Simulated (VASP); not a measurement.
# Se (P3_121) in VASP: a series of runs

Se is run at these levels: LDA; tasks: single point.

All numbers are computed with VASP 6.6.1; they aren't measurements. Logs are shortened: lines on timing, memory, paths and dates and some standing lists are left out, and cuts for length are marked.

### Step 1. The cell of the first run

It takes space group P3_121 (No. 152, trigonal). Conventional cell: a = 3.953 Å, b = 3.953 Å, c = 5.121 Å, α = 90.00°, β = 90.00°, γ = 120.00°. Within 3.2 Å of Se (site symmetry 2) lie 6 Se at 2.44 to 3.11 Å.

### Step 2. Single point, LDA

File INCAR:

```
SYSTEM = Se
ALGO = Normal
EDIFF = 1E-7
ENCUT = 520
ISIF = 2
ISMEAR = -1
LASPH = .TRUE.
LCHARG = .FALSE.
LREAL = .FALSE.
LWAVE = .FALSE.
NBANDS = 16
NELM = 80
PREC = Accurate
SIGMA = 0.05
```

File KPOINTS:

```
k-points
0
G
  2 2 1
  0 0 0
```

File POSCAR:

```
Se
1.0
    3.9534579885      0.0000000000      0.0000000000
   -1.9767289943      3.4237950508      0.0000000000
    0.0000000000      0.0000000000      5.1205317866
Se
3
Direct
    0.2543546533      1.0000000000      0.3333333333
    1.0000000000      0.2543546533      0.6666666667
    0.7456453467      0.7456453467      1.0000000000
```

Potentials or basis: VASP PAW LDA potentials, release 64 (Se).

Command:

```console
cat potpaw_LDA.64/Se/POTCAR > POTCAR
mpirun -np 1 vasp_std > vasp.out
```

OUTCAR:

```text
SYSTEM = Se
   EDIFF = 1E-7
   ENCUT = 520
   ISIF = 2
   ISMEAR = -1
   LASPH = .TRUE.
   LREAL = .FALSE.
   NELM = 80
   PREC = Accurate

 ion  position               nearest neighbor table
   1  0.254  0.000  0.333-   3 2.44   2 2.44
   2  0.000  0.254  0.667-   3 2.44   1 2.44
   3  0.746  0.746  0.000-   2 2.44   1 2.44

  LATTYP: Found a hexagonal cell.
 ALAT       =     3.9534579885
 C/A-ratio  =     1.2952032882

  Lattice vectors:

 A1 = (   3.9534579885,   0.0000000000,   0.0000000000)
 A2 = (  -1.9767289943,   3.4237950508,   0.0000000000)
 A3 = (   0.0000000000,   0.0000000000,   5.1205317866)

Analysis of symmetry for initial positions (statically):
=====================================================================
 Subroutine PRICEL returns:
 Original cell was already a primitive cell.

 Routine SETGRP: Setting up the symmetry group for a
 hexagonal supercell.

 Subroutine GETGRP returns: Found  6 space group operations
 (whereof  2 operations were pure point group operations)
 out of a pool of 24 trial point group operations.

The static configuration has the point symmetry C_2 .
 The point group associated with its full space group is D_3 .

Analysis of symmetry for dynamics (positions and initial velocities):
=====================================================================
 Subroutine PRICEL returns:
 Original cell was already a primitive cell.

 Routine SETGRP: Setting up the symmetry group for a
 hexagonal supercell.

 Subroutine GETGRP returns: Found  6 space group operations
 (whereof  2 operations were pure point group operations)
 out of a pool of 24 trial point group operations.

The dynamic configuration has the point symmetry C_2 .
 The point group associated with its full space group is D_3 .

 Subroutine INISYM returns: Found  6 space group operations
 (whereof  2 operations are pure point group operations),
 and found     1 'primitive' translations

----------------------------------------------------------------------------------------

                                     Primitive cell

  volume of cell :      69.3106

  direct lattice vectors                    reciprocal lattice vectors
     3.953457988  0.000000000  0.000000000     0.252943120  0.146036779  0.000000000
    -1.976728994  3.423795051  0.000000000     0.000000000  0.292073557  0.000000000
     0.000000000  0.000000000  5.120531787     0.000000000  0.000000000  0.195292216

  length of vectors
     3.953457988  3.953457988  5.120531787     0.292073557  0.292073557  0.195292216

  position of ions in fractional coordinates (direct lattice)
     0.254354653  0.000000000  0.333333333
     0.000000000  0.254354653  0.666666667
     0.745645347  0.745645347  0.000000000

  ion indices of the primitive-cell ions
   primitive index   ion index
                 1           1
                 2           2
                 3           3

----------------------------------------------------------------------------------------

 KPOINTS: k-points

Automatic generation of k-mesh.
 Grid dimensions read from file:
 generate k-points for:    2    2    1

 Generating k-lattice:

  Cartesian coordinates                     Fractional coordinates (reciprocal lattice)
     0.126471560  0.073018389  0.000000000     0.500000000  0.000000000  0.000000000
     0.000000000  0.146036779  0.000000000     0.000000000  0.500000000  0.000000000
     0.000000000  0.000000000  0.195292216     0.000000000  0.000000000  1.000000000

  Length of vectors
     0.146036779  0.146036779  0.195292216

  Shift w.r.t. Gamma in fractional coordinates (k-lattice)
     0.000000000  0.000000000  0.000000000

 Subroutine IBZKPT returns following result:
 ===========================================

 Found      2 irreducible k-points:

 Following reciprocal coordinates:
            Coordinates               Weight
  0.000000  0.000000  0.000000      1.000000
  0.500000  0.000000  0.000000      3.000000
   k-points           NKPTS =      2   k-points in BZ     NKDIM =      2   number of bands    NBANDS=     16
   number of dos      NEDOS =    301   number of ions     NIONS =      3
   total plane-waves  NPLWV =  36000
   dimension x,y,z NGX =    30 NGY =   30 NGZ =   40
   dimension x,y,z NGXF=    60 NGYF=   60 NGZF=   80
   ions per type =               3
   NGX,Y,Z   is equivalent  to a cutoff of  12.62, 12.62, 12.99 a.u.
   NGXF,Y,Z  is equivalent  to a cutoff of  25.23, 25.23, 25.97 a.u.
 SYSTEM =  Se
   PREC   = accura    normal or accurate (medium, high low for compatibility)
   ISTART =      0    job   : 0-new  1-cont  2-samecut
   ICHARG =      2    charge: 1-file 2-atom 10-const
   ISPIN  =      1    spin polarized calculation?
   LNONCOLLINEAR =      F non collinear calculations
   LSORBIT =      F    spin-orbit coupling
   LASPH  =      T    aspherical Exc in radial PAW
   ENCUT  =  520.0 eV  38.22 Ry    6.18 a.u.   7.35  7.35  9.52*2*pi/ulx,y,z
   NELM   =     80;   NELMIN=  2; NELMDL= -5     # of ELM steps
   EDIFF  = 0.1E-06   stopping-criterion for ELM
   LREAL  =      F    real-space projection
   EDIFFG = 0.1E-05   stopping-criterion for IOM
   NSW    =      0    number of steps for IOM
   IBRION =     -1    ionic relax: 0-MD 1-quasi-New 2-CG
   NFREE  =      0    steps in history (QN), initial steepest desc. (CG)
   ISIF   =      2    stress and relaxation
   ISYM   =      2    0-nonsym 1-usesym 2-fastsym
   POTIM  = 0.5000    time-step for ionic-motion
   TEBEG  =    0.0;   TEEND  =   0.0 temperature during run
   PSTRESS=    0.0 pullay stress
   NELECT =      18.0000    total number of electrons
   NUPDOWN=      -1.0000    fix difference up-down
   EMIN   =  10.00;   EMAX   =-10.00  energy-range for DOS
   EFERMI =   0.00;   METHOD = LEGACY
   ISMEAR =    -1;   SIGMA  =   0.05  broadening in eV -4-tet -1-fermi 0-gaus
   EFERMI_NEDOS =   21; number of points for ismear=-14 and -15
   IALGO  =     38    algorithm
   IMIX   =      4    mixing-type and parameters
     AMIX     =   0.40;   BMIX     =  1.00
     AMIX_MAG =   1.60;   BMIX_MAG =  1.00
  volume/ion in A,a.u.               =      23.10       155.91
  Fermi-wavevector in a.u.,A,eV,Ry     =   1.044477  1.973776 14.843043  1.090933
  Thomas-Fermi vector in A             =   2.179232
   LORBIT       =      0    0 simple, 1 ext, 2 COOP (PROOUT), +10 PAW based schemes
   GGA     = CA    functional components
   LHFCALC =     F    Hartree Fock is set to
   AEXX    =    0.0000 exact exchange contribution
   IVDW    =     0    specifies the selected vdW correction
   LEPSILON=     F    determine dielectric tensor
   LRPA    =     F    only Hartree local field effects (RPA)
 non-spin polarized calculation
  energy-cutoff  :      520.00
  volume of cell :       69.31
 maximum number of plane-waves:      1872
 NGX is ok and might be reduce to    30
   NGX = 15   NGY = 15   NGZ = 19

 number of electron      18.0000001 magnetization

 Free energy of the ion-electron system (eV)
  ---------------------------------------------------
  ext. energy  EPLUGINS =         0.00000000
  ---------------------------------------------------
  free energy    TOTEN  =       -12.55576019 eV

  energy without entropy =      -12.55576018  energy(sigma->0) =      -12.55576019

 E-fermi :   4.6664     XC(G=0):  -9.9844

 val. band max:        3.7335497048   @ k =   0.0000   0.0000   0.0000
 cond. band min:       5.6591698516   @ k =   0.5000   0.0000   0.0000
 fundamental gap:      1.9256201468
 Fermi energy:         4.6663611085

 k-point     1 :       0.0000    0.0000    0.0000
  band No.  band energies     occupation
      1     -11.9146      2.00000
      2      -7.7263      2.00000
      3      -7.7263      2.00000
      4       0.6466      2.00000
      5       0.9654      2.00000
      6       0.9654      2.00000
[... 8 lines left out ...]
     15      11.4071      0.00000
     16      12.6118      0.00000

 k-point     2 :       0.5000    0.0000    0.0000
  band No.  band energies     occupation
      1     -10.7658      2.00000
      2      -8.5439      2.00000
      3      -7.4596      2.00000
      4      -1.4127      2.00000
      5      -0.8519      2.00000
      6       0.3024      2.00000
[... 8 lines left out ...]
     15      15.0381      0.00000
     16      15.5664      0.00000

------------------------ aborting loop because EDIFF is reached ----------------------------------------

  FORCE on cell =-STRESS in cart. coord.  units (eV):
  Direction    XX          YY          ZZ          XY          YZ          ZX
  --------------------------------------------------------------------------------------
  -------------------------------------------------------------------------------------
  Total        1.3329289      1.3329289     -4.2878894     -0.0000000      0.0000000      0.0000000
  in kB       30.8118387     30.8118387    -99.1183808     -0.0000000      0.0000000      0.0000000
  external PRESSURE =     -12.4982344 kB  Pullay stress =       0.0000000 kB

 VOLUME and BASIS-vectors are now :
 -----------------------------------------------------------------------------
  energy-cutoff  :      520.00
  volume of cell :       69.31
      direct lattice vectors                 reciprocal lattice vectors
     3.953457988  0.000000000  0.000000000     0.252943120  0.146036779  0.000000000
    -1.976728994  3.423795051  0.000000000     0.000000000  0.292073557  0.000000000
     0.000000000  0.000000000  5.120531787     0.000000000  0.000000000  0.195292216

 POSITION                                       TOTAL-FORCE (eV/Angst)
 -----------------------------------------------------------------------------------
      1.00558      0.00000      1.70684        -2.045489     -0.000000      0.000000
     -0.50279      0.87086      3.41369         1.022744     -1.771445     -0.000000
      1.47394      2.55294      0.00000         1.022744      1.771445      0.000000
 -----------------------------------------------------------------------------------
    total drift:                               -0.000000     -0.000001      0.000000

  FREE ENERGIE OF THE ION-ELECTRON SYSTEM (eV)
  ---------------------------------------------------
  free  energy   TOTEN  =       -12.5557601926 eV

  energy  without entropy=      -12.5557601845  energy(sigma->0) =      -12.55576019
```

Run time: 2.1 s. Hardware: 1 thread of Intel Xeon 6975P-C (Granite Rapids), shared host; peak memory 0.14 GiB.

What came out:

- Free energy: -12.5558 eV
- Pressure: -1.2 GPa
- Largest force: 2.045 eV/Å
- Band gap on the k mesh: 1.93 eV, indirect (least direct gap 2.03 eV)

Forces on the atoms (eV/Å):
```
Se  -2.045  0.000  0.000
Se   1.023 -1.771  0.000
Se   1.023  1.771  0.000
```

Levels at points of the mesh, in eV from the valence-band top:
```tsv
k point	band 7	band 8	band 9	band 10	band 11	band 12
(0.00, 0.00, 0.00)	-1.27	-1.27	0.00	2.03	2.03	2.67
(0.50, 0.00, 0.00)	-3.30	-0.77	-0.32	1.93	2.11	4.61
```

Caveat: the k points lie up to 1.23 Å⁻¹ apart; forces of over 1 eV/Å act on the atoms, so gaps and moduli don't describe the material at rest. Expect the measured gap to be larger: semilocal functionals such as LDA lack the derivative discontinuity.

### Step 3. Single point, LDA

File INCAR:

```
SYSTEM = Se
PREC = Accurate ; ENCUT = 520
EDIFF = 1E-6 ; ISMEAR = -1
SIGMA = 0.05 ; LREAL = .False.
LASPH = .True. ; NELM = 60
ALGO = Normal ; ISIF = 2
LWAVE = .False. ; LCHARG = .True.
GGA = CA ; LELF = .True.
LVHAR = .True. ; NBANDS = 16
```

File KPOINTS:

```
Automatic mesh
0
Gamma
  3 3 2
  0 0 0
```

POSCAR is that of step 2.

Potentials or basis: VASP PAW LDA potentials, release 64 (Se).

Command:

```console
cat potpaw_LDA.64/Se/POTCAR > POTCAR
mpirun -np 1 vasp_std > vasp.out
```

It took 3.9 s on 1 thread of Intel Xeon 6975P-C (Granite Rapids), shared host; peak memory 0.14 GiB.

It converged, with:

```
Free energy            : -12.3156 eV
Pressure               : 0.6 GPa
Largest force          : 0.155 eV/Å
Band gap on the k mesh : 0.27 eV, direct
```

Forces in eV/Å, atoms in the order of the input:
```
Se  -0.155  0.000  0.000
Se   0.078 -0.134  0.000
Se   0.078  0.134  0.000
```

Stress tensor (GPa, compression positive):
```
 1.04  0.00  0.00
 0.00  1.04  0.00
 0.00  0.00 -0.22
```

Levels at points of the mesh, in eV from the valence-band top:
| k point | band 6 | band 7 | band 8 | band 9 | band 10 | band 11 | band 12 | band 13 |
| --- | --- | --- | --- | --- | --- | --- | --- | --- |
| (0.00, 0.00, 0.00) | -3.45 | -1.98 | -1.98 | -0.68 | 1.31 | 1.31 | 1.99 | 6.16 |
| (0.00, 0.00, 0.50) | -3.20 | -1.51 | -1.35 | -1.35 | 0.73 | 0.74 | 0.74 | 5.25 |

Caveat: the k points lie up to 0.61 Å⁻¹ apart. A k mesh can miss the band edges.

### Step 4. Single point, LDA

File INCAR:

```
PREC = Accurate
ENCUT = 520
EDIFF = 1E-7
ISMEAR = -1
SIGMA = 0.05
LREAL = False
LASPH = True
NELM = 100
ALGO = Normal
ISIF = 2
LWAVE = False
LCHARG = True
LELF = True
LVHAR = True
NBANDS = 16
```

File KPOINTS:

```
regular mesh
0
Gamma
  3 3 2
```

POSCAR is that of step 3.

Potentials or basis: VASP PAW LDA potentials, release 64 (Se).

Command:

```console
cat potpaw_LDA.64/Se/POTCAR > POTCAR
mpirun -np 1 vasp_std > vasp.out
```

OUTCAR:

```text
PREC = Accurate
   ENCUT = 520
   EDIFF = 1E-7
   ISMEAR = -1
   LREAL = False
   LASPH = True
   NELM = 100
   ISIF = 2

 ion  position               nearest neighbor table
   1  0.254  0.000  0.333-   3 2.44   2 2.44
   2  0.000  0.254  0.667-   3 2.44   1 2.44
   3  0.746  0.746  0.000-   2 2.44   1 2.44

  LATTYP: Found a hexagonal cell.
 ALAT       =     3.9534579885
 C/A-ratio  =     1.2952032882

  Lattice vectors:

 A1 = (   3.9534579885,   0.0000000000,   0.0000000000)
 A2 = (  -1.9767289943,   3.4237950508,   0.0000000000)
 A3 = (   0.0000000000,   0.0000000000,   5.1205317866)

Analysis of symmetry for initial positions (statically):
=====================================================================
 Subroutine PRICEL returns:
 Original cell was already a primitive cell.

 Routine SETGRP: Setting up the symmetry group for a
 hexagonal supercell.

 Subroutine GETGRP returns: Found  6 space group operations
 (whereof  2 operations were pure point group operations)
 out of a pool of 24 trial point group operations.

[... 146 lines left out ...]

 E-fermi :   4.5779     XC(G=0):  -9.9905

 val. band max:        4.4246223678   @ k =   0.3333   0.3333   0.5000
 cond. band min:       4.6940571654   @ k =   0.3333   0.3333   0.5000
 fundamental gap:      0.2694347976
 Fermi energy:         4.5778593042

 k-point     1 :       0.0000    0.0000    0.0000
  band No.  band energies     occupation
      1     -11.9425      2.00000
      2      -7.7396      2.00000
      3      -7.7396      2.00000
      4       0.6381      2.00000
      5       0.9697      2.00000
      6       0.9697      2.00000
[... 91 lines left out ...]
      3      -7.1832      2.00000
      4      -1.8470      2.00000
      5      -1.5013      2.00000
      6      -1.5013      2.00000
[... 8 lines left out ...]
     15      12.7099      0.00000
     16      13.2572      0.00000

------------------------ aborting loop because EDIFF is reached ----------------------------------------

  FORCE on cell =-STRESS in cart. coord.  units (eV):
  Direction    XX          YY          ZZ          XY          YZ          ZX
  --------------------------------------------------------------------------------------
  -------------------------------------------------------------------------------------
  Total        0.4502878      0.4502878     -0.0940264     -0.0000000      0.0000000      0.0000000
  in kB       10.4088025     10.4088025     -2.1735047     -0.0000000      0.0000000      0.0000000
  external PRESSURE =       6.2147001 kB  Pullay stress =       0.0000000 kB

 VOLUME and BASIS-vectors are now :
 -----------------------------------------------------------------------------
  energy-cutoff  :      520.00
  volume of cell :       69.31
      direct lattice vectors                 reciprocal lattice vectors
     3.953457988  0.000000000  0.000000000     0.252943120  0.146036779  0.000000000
    -1.976728994  3.423795051  0.000000000     0.000000000  0.292073557  0.000000000
     0.000000000  0.000000000  5.120531787     0.000000000  0.000000000  0.195292216

 POSITION                                       TOTAL-FORCE (eV/Angst)
 -----------------------------------------------------------------------------------
      1.00558      0.00000      1.70684        -0.155135      0.000000      0.000000
     -0.50279      0.87086      3.41369         0.077568     -0.134351     -0.000000
      1.47394      2.55294      0.00000         0.077568      0.134351     -0.000000
 -----------------------------------------------------------------------------------
    total drift:                               -0.000000     -0.000001      0.000000

  FREE ENERGIE OF THE ION-ELECTRON SYSTEM (eV)
  ---------------------------------------------------
  free  energy   TOTEN  =       -12.3156161098 eV

  energy  without entropy=      -12.3082244324  energy(sigma->0) =      -12.31192027
```

stdout:

```text
POSCAR found type information on POSCAR Se
 POSCAR found :  1 types and       3 ions
 scaLAPACK will be used
 LDA part: xc-table for (Slater(with rela. corr.)+CA(PZ))
 , standard interpolation
 POSCAR, INCAR and KPOINTS ok, starting setup
 FFT: planning ... GRIDC
 FFT: planning ... GRID_SOFT
 FFT: planning ... GRID
 WAVECAR not read
 entering main loop
```

Run time: 4.6 s. Hardware: 1 thread of Intel Xeon 6975P-C (Granite Rapids), shared host; peak memory 0.14 GiB.

What came out:

```
Free energy            : -12.3156 eV
Pressure               : 0.6 GPa
Largest force          : 0.155 eV/Å
Band gap on the k mesh : 0.27 eV, direct
```

Forces on the atoms (eV/Å):
```
Se  -0.155  0.000  0.000
Se   0.078 -0.134  0.000
Se   0.078  0.134  0.000
```

Caveat: the k points lie up to 0.61 Å⁻¹ apart.
